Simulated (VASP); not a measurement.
# ZnCu: electric field gradients with r2SCAN

Crystal: ZnCu.

```xyz
2
Lattice="2.9206 0.0000 0.0000 0.0000 2.9206 0.0000 0.0000 0.0000 2.9206" Properties=species:S:1:pos:R:3 pbc="T T T"
Zn    1.4603    1.4603    1.4603
Cu    0.0000    0.0000    0.1200
```

This cell differs from its parent crystal: atom 2 (Cu) moved by [0.0, 0.0, 0.12] A.

| Item | Value |
| --- | --- |
| Program | VASP 6.6.1 |
| Task | electric field gradients |
| Functional | r2SCAN |
| Potentials or basis | VASP PAW PBE potentials, release 64 (Zn, Cu) |
| Cutoff | 520 eV |
| k mesh | 12 × 12 × 12 |
| Occupations | fermi-dirac, width 0.05 eV |
| Spin | no spin polarisation |
| Dipole correction | no |
| Further INCAR settings | ALGO = Normal; EDIFF = 1e-08; NBANDS = 18 |

The pressure is 1.5 GPa, the largest force is 0.616 eV/Å and the band gap on the k mesh is zero (an odd number of electrons rules out a gap without spin polarisation). The largest electric field gradient by atom is Zn +2.3; Cu +1.2 V/Å².

Forces on the atoms (eV/Å):
```
Zn   0.000  0.000  0.616
Cu   0.000  0.000 -0.616
```

Stress tensor (GPa, compression positive):
```
1.80 0.00 0.00
0.00 1.80 0.00
0.00 0.00 0.84
```

Levels at points of the mesh, in eV from the Fermi level:
```csv
k point,band 10,band 11,band 12,band 13,band 14,band 15
"(0.00, 0.00, 0.00)",-2.85,-2.84,6.77,6.77,6.86,11.67
"(0.50, 0.00, 0.00)",-3.40,-2.91,-2.07,12.47,12.62,13.10
"(0.00, 0.00, 0.50)",-3.42,-2.92,-2.05,12.41,12.41,13.41
"(0.50, 0.50, 0.00)",-2.61,-2.02,-2.02,2.10,2.43,15.17
"(0.00, 0.50, 0.50)",-2.61,-2.04,-2.00,2.08,2.41,15.14
"(0.50, 0.50, 0.50)",-2.58,4.23,4.23,4.49,4.59,4.96
```

Electric field gradients, principal values (V/Å²):
```tsv
atom	least	middle	greatest (by size)
1 Zn	-1.173	-1.173	2.345
2 Cu	-0.592	-0.592	1.183
```

Run time: 3.3 min on 1 thread of AMD EPYC 9R45 96-Core Processor (Zen 5), with other jobs on the host, peak memory 0.18 GiB.

Caveat: the cell differs from its parent crystal (atom 2 (Cu) moved by [0.0, 0.0, 0.12] A); without QUAD_EFG the Cq values of the log hold for a quadrupole moment of 1 mb, not for the nuclei; the PAW data sets were made with another functional, which shifts forces and pressure a little.
